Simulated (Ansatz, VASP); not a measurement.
**HfSi: VASP beside Ansatz**

```
Hf Si
1.0
     7.02647    0.00000    0.00000
     0.00000    3.87243    0.00000
     0.00000    0.00000    5.20174
Hf Si
4 4
Direct
  0.17559 0.25000 0.12649
  0.32441 0.75000 0.62649
  0.67559 0.25000 0.37351
  0.82441 0.75000 0.87351
  0.04306 0.25000 0.64020
  0.45694 0.75000 0.14020
  0.54306 0.25000 0.85980
  0.95694 0.75000 0.35980
```

Change from the starting cell: strain +0.030 along x and y, +0.000 along z, atoms carried along.

Alike in both runs: task single point; functional PBEsol; k mesh 6 × 10 × 8; occupations gaussian, width 0.15 eV; no spin polarisation.

```csv
,VASP,Ansatz
version,VASP 6.6.1,Ansatz 0.2.0
potentials or method,"VASP PAW PBE potentials, release 64 (Hf_pv, Si), cutoff 520 eV","scalar-relativistic, plane waves, PAW"
valence electrons in the cell,56,120
```

|  | VASP | Ansatz | Ansatz less VASP |
| --- | --- | --- | --- |
| gap on the k mesh at the Fermi level (eV) | none | none | - |
| pressure (GPa) | -8.1 | -8.0 | +0.05 |
| traceless stress, the component that is largest in VASP (GPa) | 4.16 | 4.16 | -0.002 |
| rms of the force components (eV/Å) | 0.081 | 0.081 | -0.0003 |

VASP's potentials were made for PBE, not for PBEsol. Atom by atom the forces differ by 0.002 eV/Å (rms over components). A gap of «none» marks a metal or a gap that the smearing closes. With one functional, cell and mesh, what is left measures potentials, basis and numerics. VASP's potentials hold 56 valence electrons a cell and Ansatz's 120, so a difference there can come from the potentials and not from the codes.

Neither program's run includes spin-orbit coupling.
